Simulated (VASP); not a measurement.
Wanted: the native input for a VASP 6.6.1 run.

```
Task                   : relaxation of cell and atoms
Functional             : PBE
Potentials or basis    : VASP PAW PBE potentials, release 64 (Be, Te)
Cutoff                 : 600 eV
k mesh                 : 3 × 3 × 3
Occupations            : gaussian, width 0.2 eV
Spin                   : no spin polarisation
Dipole correction      : no
Further INCAR settings : ALGO = Normal; EDIFF = 1e-06; IBRION = 2; EDIFFG = -0.08; NSW = 36; ISIF = 3
```

The structure of BeTe2 lies in POSCAR:

```
BeTe2
1.0
    6.6200000000      0.0000000000      0.0000000000
    0.0000000000      6.6200000000      0.0000000000
    0.0000000000      0.0000000000      6.6200000000
Be Te
4 8
Direct
    0.0000000000      0.0000000000      0.0000000000
    0.5000000000      0.0000000000      0.5000000000
    0.5000000000      0.5000000000      0.0000000000
    0.0000000000      0.5000000000      0.5000000000
    0.8800000000      0.1200000000      0.6200000000
    0.1200000000      0.8800000000      0.3800000000
    0.1200000000      0.6200000000      0.8800000000
    0.8800000000      0.3800000000      0.1200000000
    0.6200000000      0.8800000000      0.1200000000
    0.3800000000      0.1200000000      0.8800000000
    0.6200000000      0.6200000000      0.6200000000
    0.3800000000      0.3800000000      0.3800000000
```

These files were run (other wordings do the same):

INCAR

```
PREC = Accurate ; ENCUT = 600
EDIFF = 1E-6 ; ISMEAR = 0
SIGMA = 0.2 ; LREAL = F
LASPH = T ; NELM = 80
ALGO = Normal ; ISIF = 3
LWAVE = F ; LCHARG = F
GGA = PE ; IBRION = 2
NSW = 36 ; EDIFFG = -0.08
```

KPOINTS

```
regular mesh
0
Gamma
  3 3 3
```

Potentials or basis: VASP PAW PBE potentials, release 64 (Be, Te).

The run is started by

```bash
$ cat potpaw_PBE.64/Be/POTCAR potpaw_PBE.64/Te/POTCAR > POTCAR
$ mpirun -np 1 vasp_std > vasp.out
```

Results of the run:

```yaml
Relaxed_volume: 23.28 Å³/atom
Relaxed_cell: a = 6.537 Å, b = 6.537 Å, c = 6.537 Å, α = 90.00°, β = 90.00°, γ = 90.00°
Space_group_after_relaxing_to_0.1_Å: Pa-3 (No. 205)
Energy_gained_by_relaxing: 9.3 meV/atom
Ionic_steps: 4
Pressure_after_relaxing: -0.2 GPa
Largest_force_after_relaxing: 0.051 eV/Å
Band_gap_on_the_k_mesh: zero (filled and empty bands touch)
```

Caveat: semilocal functionals underestimate gaps, so a narrow gap can read as zero; spin-orbit coupling is left out, which moves the levels of the heavy elements; the relaxation stopped at a loose force limit of 0.08 eV/Å, so its end isn't a converged minimum.

Run time: 2.1 min on 1 thread of Intel(R) Xeon(R) 6975P-C (Granite Rapids), on a shared host, peak memory 0.43 GiB.
